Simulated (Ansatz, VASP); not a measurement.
One calculation of AlCu5, two programs

```
Al Cu
1.0
     6.28102    0.00000    0.00000
     0.00000    6.28102    0.00000
     0.00000    0.00000    2.52605
Al Cu
1 5
Direct
  0.50000 0.50000 0.00000
  0.31948 0.00000 0.50000
  0.68052 0.00000 0.50000
  0.00000 0.31948 0.50000
  0.00000 0.68052 0.50000
  0.00000 0.00000 0.00000
```

Alike in both runs: functional PBE; k mesh 6 × 6 × 14; occupations gaussian, width 0.1 eV; no spin polarisation.

Ansatz relaxed the structure, and its values are those at the end. VASP's run is a single point on that final structure, the one shown.

|  | VASP | Ansatz |
| --- | --- | --- |
| version | VASP 6.6.1 | Ansatz 0.2.0 |
| potentials or method | VASP PAW PBE potentials, release 64 (Al, Cu), cutoff 520 eV | scalar-relativistic, plane waves, PAW |
| valence electrons in the cell | 58 | 98 |

|  | VASP | Ansatz | Ansatz less VASP |
| --- | --- | --- | --- |
| gap on the k mesh at the Fermi level (eV) | none | none | - |
| pressure (GPa) | 0.6 | 0.0 | -0.58 |

A gap of «none» marks a metal or a gap that the smearing closes. VASP's potentials hold 58 valence electrons a cell and Ansatz's 98, so a difference there can come from the potentials and not from the codes.
